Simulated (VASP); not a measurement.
The system is Ge3Se5.

```
Ge Se
1.0
    -3.63731    3.63731    3.63731
     3.63731   -3.63731    3.63731
     3.63731    3.63731   -3.63731
Ge Se
3 5
Direct
  0.00000 0.50000 0.50000
  0.50000 0.50000 0.00000
  0.50000 0.00000 0.50000
  0.00000 0.00000 0.00000
  0.00000 0.00000 0.50000
  0.00000 0.50000 0.00000
  0.50000 0.00000 0.00000
  0.50000 0.50000 0.50000
```

```yaml
Program: VASP 6.6.1
Task: relaxation of cell and atoms
Functional: PBE
Potentials_or_basis: VASP PAW PBE potentials, release 64 (Ge_d, Se)
Cutoff: 600 eV
k_mesh: 4 × 4 × 4
Occupations: gaussian, width 0.1 eV
Spin: no spin polarisation
```

At the start: pressure -5.9 GPa; volume 24.06 Å³/atom.

**Question.** How do energy, volume and symmetry change on relaxing?

**Answer.** Over 3 steps the energy falls by 67.3 meV/atom and the volume is 20.73 Å³/atom (-13.8 %); space group Im-3m (No. 229, to 0.05 Å).

Step by step:
| step | energy change (eV) | largest force (eV/Å) | pressure (GPa) | volume (Å³) |
| --- | --- | --- | --- | --- |
| 1 | 0.0000 | 0.0000 | -5.88 | 192.49 |
| 2 | -0.5297 | 0.0000 | -0.91 | 168.91 |
| 3 | -0.5387 | 0.0000 | -0.03 | 165.84 |

Final structure:
```
CELL_PARAMETERS angstrom
-3.46106 3.46106 3.46106
3.46106 -3.46106 3.46106
3.46106 3.46106 -3.46106
ATOMIC_POSITIONS crystal
Ge 0.00000 0.50000 0.50000
Ge 0.50000 0.50000 0.00000
Ge 0.50000 0.00000 0.50000
Se 0.00000 0.00000 0.00000
Se 0.00000 0.00000 0.50000
Se 0.00000 0.50000 0.00000
Se 0.50000 0.00000 0.00000
Se 0.50000 0.50000 0.50000
```
